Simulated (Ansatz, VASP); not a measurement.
## P in VASP and in Ansatz

```
P
1.0
     4.48655    0.00000    0.00000
     0.00000    4.48655    0.00000
     0.00000    0.00000    4.37800
P
1
Cartesian
  0.0000 0.0000 0.0000
```

Change from the starting cell: strain +0.050 along x and y, +0.000 along z, atoms carried along.

Alike in both runs: task single point; functional PBEsol; k mesh 12 × 12 × 12; occupations gaussian, width 0.15 eV; no spin polarisation.

|  | VASP | Ansatz |
| --- | --- | --- |
| version | VASP 6.6.1 | Ansatz 0.2.0 |
| potentials or method | VASP PAW PBE potentials, release 64 (P), cutoff 520 eV | scalar-relativistic, plane waves, PAW |
| valence electrons in the cell | 5 | 5 |

```tsv
	VASP	Ansatz	Ansatz less VASP
gap on the k mesh at the Fermi level (eV)	none	none	-
pressure (GPa)	-3.1	-3.1	+0.01
traceless stress, the component that is largest in VASP (GPa)	-0.25	-0.25	0.000
```

VASP's potentials were made for PBE, not for PBEsol. A gap of «none» marks a metal or a gap that the smearing closes.
